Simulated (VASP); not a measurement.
A run of VASP 6.6.1 is set up as follows.

The input INCAR:

```
SYSTEM = SnO2
PREC = Accurate
ENCUT = 520
EDIFF = 1E-6
ISMEAR = -1
SIGMA = 0.05
LREAL = .FALSE.
LASPH = .TRUE.
NELM = 80
ALGO = Normal
ISIF = 2
LWAVE = .FALSE.
LCHARG = .TRUE.
GGA = CA
LELF = .TRUE.
LVHAR = .TRUE.
NBANDS = 64
```

KPOINTS

```
regular mesh
0
G
  4 4 4
  0 0 0
```

POSCAR

```
SnO2
1.0
    4.8968665061      0.0000000000      0.0000000000
    0.0000000000      4.8968665061      0.0000000000
    0.0000000000      0.0000000000      4.8968665061
Sn O
4 8
Direct
    0.0000000000      0.0000000000      0.0000000000
    0.5000000000      0.0000000000      0.5000000000
    0.5000000000      0.5000000000      0.0000000000
    0.0000000000      0.5000000000      0.5000000000
    0.6558331199      0.8441668801      0.1558331199
    0.8441668801      0.1558331199      0.6558331199
    0.1558331199      0.6558331199      0.8441668801
    0.3441668801      0.3441668801      0.3441668801
    0.6558331199      0.6558331199      0.6558331199
    0.8441668801      0.3441668801      0.1558331199
    0.1558331199      0.8441668801      0.3441668801
    0.3441668801      0.1558331199      0.8441668801
```

Potentials or basis: VASP PAW LDA potentials, release 64 (Sn_d, O).

Launch:

```console
$ cat potpaw_LDA.64/Sn_d/POTCAR potpaw_LDA.64/O/POTCAR > POTCAR
$ mpirun -np 1 vasp_std > vasp.out
```

Task: What does it give for the band gap on the k mesh?

Result: 2.36 eV, indirect (least direct gap 2.45 eV).

Task: What does it give for the pressure?

Result: 31.6 GPa.

Forces on the atoms (eV/Å):
```
Sn   0.000  0.000  0.000
Sn   0.000  0.000  0.000
Sn   0.000  0.000  0.000
Sn   0.000  0.000  0.000
O   -0.004  0.004 -0.004
O    0.004 -0.004 -0.004
O   -0.004 -0.004  0.004
O    0.004  0.004  0.004
O   -0.004 -0.004 -0.004
O    0.004  0.004 -0.004
O   -0.004  0.004  0.004
O    0.004 -0.004  0.004
```

Caveat: spin-orbit coupling is left out, which moves the levels of the heavy elements. A k mesh can miss the band edges.
